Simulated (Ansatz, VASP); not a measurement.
BeS: VASP beside Ansatz

```
Be S
1.0
     3.30024    0.00000    0.00000
    -1.65012    2.85809    0.00000
     0.00000    0.00000    5.25522
Be S
2 2
Cartesian
  0.0000 0.0000 0.0000
  0.0000 0.0000 2.6276
  0.0000 1.9054 1.3138
  1.6501 0.9527 3.9414
```

Alike in both runs: task single point; functional LDA; k mesh 12 × 12 × 6; no spin polarisation.

|  | VASP | Ansatz |
| --- | --- | --- |
| version | VASP 6.6.1 | Ansatz 0.2.0 |
| potentials or method | VASP PAW LDA potentials, release 64 (Be, S) | plane waves, PAW |
| plane-wave cutoff (eV) | 520 | 420 |
| occupations | gaussian, width 0.01 eV | fixed |
| valence electrons in the cell | 16 | 16 |

|  | VASP | Ansatz | Ansatz less VASP |
| --- | --- | --- | --- |
| gap on the k mesh at the Fermi level (eV) | 1.45 | 1.45 | -0.005 |
| pressure (GPa) | -5.4 | -5.4 | -0.04 |
| traceless stress, the component that is largest in VASP (GPa) | -0.08 | -0.07 | +0.012 |

LDA's correlation is that of Perdew and Zunger in VASP and of Perdew and Wang (1992) in Ansatz.
